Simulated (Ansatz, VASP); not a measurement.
# CdS in VASP and in Ansatz

File INCAR:

```
SYSTEM = CdS
PREC = Accurate
ENCUT = 520
EDIFF = 1E-7
ISMEAR = 0
SIGMA = 0.02
LREAL = .FALSE.
LASPH = .TRUE.
NELM = 100
ALGO = Normal
ISIF = 2
LWAVE = .FALSE.
LCHARG = .FALSE.
GGA = PE
NBANDS = 16
```

The input KPOINTS:

```
regular mesh
0
G
  7 7 5
  0 0 0
```

POSCAR

```
CdS
1.0
    4.2611695877      0.0000000000      0.0000000000
   -2.1305847939      3.6902811128      0.0000000000
    0.0000000000      0.0000000000      5.8041729400
Cd S
1 1
Direct
    0.0000000000      0.0000000000      0.4426919200
    0.6666666667      0.3333333333      0.4343080800
```

input.yaml

```yaml
crystal:
  lattice:
    - [4.2611695877, 0.0, 0.0]
    - [-2.1305847939, 3.6902811128, 0.0]
    - [0.0, 0.0, 5.80417294]
  atoms:
    - { symbol: Cd, position: [0.0, 0.0, 0.44269192] }
    - { symbol: S, position: [0.6666666667, 0.3333333333, 0.43430808] }
kpoints:
  mp_grid: { grid: [7, 7, 5] }
scf:
  occupations: { method: gaussian, width: 0.02 }
hamiltonian:
  xc: pbe
  pseudopotentials: { kind: all_electron, lapw: { basis_error: 0.001 } }
output:
  forces: true
  stress: true
  eigenvalues: true
```

Alike in both runs: task single point; functional PBE; k mesh 7 × 7 × 5; occupations gaussian, width 0.02 eV; no spin polarisation.

```csv
,VASP,Ansatz
version,VASP 6.6.1,Ansatz 0.2.0
potentials or method,"VASP PAW PBE potentials, release 64 (Cd, S), cutoff 520 eV","all-electron LAPW, scalar-relativistic"
```

VASP gave:

* gap on the k mesh at the Fermi level (eV): 1.47
* least direct gap on the mesh (eV): 1.48
* pressure (GPa): -0.1
* traceless stress, the component that is largest in VASP (GPa): 0.06

Problem. What did Ansatz give for the same quantities?

Solution. gap on the k mesh at the Fermi level (eV): 1.47; least direct gap on the mesh (eV): 1.47; pressure (GPa): -0.2; traceless stress, the component that is largest in VASP (GPa): 0.23.

Ansatz ran all-electron here, and VASP with PAW potentials.
